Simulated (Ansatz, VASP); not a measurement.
# Two plane-wave programs on LiF

File INCAR:

```
SYSTEM = LiF
PREC = Accurate
ENCUT = 520
EDIFF = 1E-6
ISMEAR = 0
SIGMA = 0.05
LREAL = .FALSE.
LASPH = .TRUE.
NELM = 60
ALGO = Normal
ISIF = 2
LWAVE = .FALSE.
LCHARG = .FALSE.
GGA = CA
NBANDS = 18
```

Contents of KPOINTS:

```
Automatic mesh
0
G
  9 9 6
  0 0 0
```

The input POSCAR:

```
LiF
1.0
    2.9053871778      0.0000000000      0.0000000000
   -1.4526935889      2.5161391038      0.0000000000
    0.0000000000      0.0000000000      4.2569732929
Li F
2 2
Direct
    0.3333333333      0.6666666667      0.3839784076
    0.6666666667      0.3333333333      0.8839784076
    0.3333333333      0.6666666667      0.9910195924
    0.6666666667      0.3333333333      0.4910195924
```

Input for Ansatz:

```yaml
crystal:
  lattice:
    - [2.9053871778, 0.0, 0.0]
    - [-1.4526935889, 2.5161391038, 0.0]
    - [0.0, 0.0, 4.2569732929]
  atoms:
    - { symbol: Li, position: [0.3333333333, 0.6666666667, 0.3839784076] }
    - { symbol: Li, position: [0.6666666667, 0.3333333333, 0.8839784076] }
    - { symbol: F, position: [0.3333333333, 0.6666666667, 0.9910195924] }
    - { symbol: F, position: [0.6666666667, 0.3333333333, 0.4910195924] }
basis:
  ecutwfc: 520.0
kpoints:
  mp_grid: { grid: [9, 9, 6] }
hamiltonian:
  xc: lda
scf:
  occupations: { method: gaussian, width: 0.05 }
output:
  forces: true
  stress: true
  eigenvalues: true
```

Alike in both runs: task single point; functional LDA; k mesh 9 × 9 × 6; occupations gaussian, width 0.05 eV; no spin polarisation.

|  | VASP | Ansatz |
| --- | --- | --- |
| version | VASP 6.6.1 | Ansatz 0.2.0 |
| potentials or method | VASP PAW LDA potentials, release 64 (Li_sv, F), cutoff 520 eV | scalar-relativistic, plane waves, PAW |
| valence electrons in the cell | 20 | 20 |

```csv
,VASP,Ansatz,Ansatz less VASP
gap on the k mesh at the Fermi level (eV),8.80,8.82,+0.019
least direct gap on the mesh (eV),8.80,8.82,+0.019
rms of the force components (eV/Å),0.323,0.316,-0.0075
```

LDA's correlation is that of Perdew and Zunger in VASP and of Perdew and Wang (1992) in Ansatz. Atom by atom the forces differ by 0.007 eV/Å (rms over components).

Noted on VASP's run: the cutoff is short for stress, so the pressure is rough.
